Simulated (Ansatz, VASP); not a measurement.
**BaS: VASP beside Ansatz**

```
CELL_PARAMETERS angstrom
0.00000 3.15059 3.15059
3.15059 0.00000 3.15059
3.15059 3.15059 0.00000
ATOMIC_POSITIONS crystal
Ba 0.00000 0.00000 0.00000
S 0.50000 0.50000 0.50000
```

Change from the starting cell: volume scaled by 0.96.

Alike in both runs: task single point; functional PBEsol; k mesh 8 × 8 × 8; occupations fermi-dirac, width 0.02 eV; no spin polarisation.

|  | VASP | Ansatz |
| --- | --- | --- |
| version | VASP 6.6.1 | Ansatz 0.2.0 |
| potentials or method | VASP PAW PBE potentials, release 64 (Ba_sv, S), cutoff 520 eV | all-electron LAPW, scalar-relativistic |

Ansatz gave:

- gap on the k mesh at the Fermi level (eV): 2.01
- pressure (GPa): 0.7

**Question.** What did VASP give for the same quantities?

**Answer.** gap on the k mesh at the Fermi level (eV): 1.90; pressure (GPa): 1.4.

VASP's potentials were made for PBE, not for PBEsol. Ansatz ran all-electron here, and VASP with PAW potentials.

Spin-orbit coupling is off throughout.
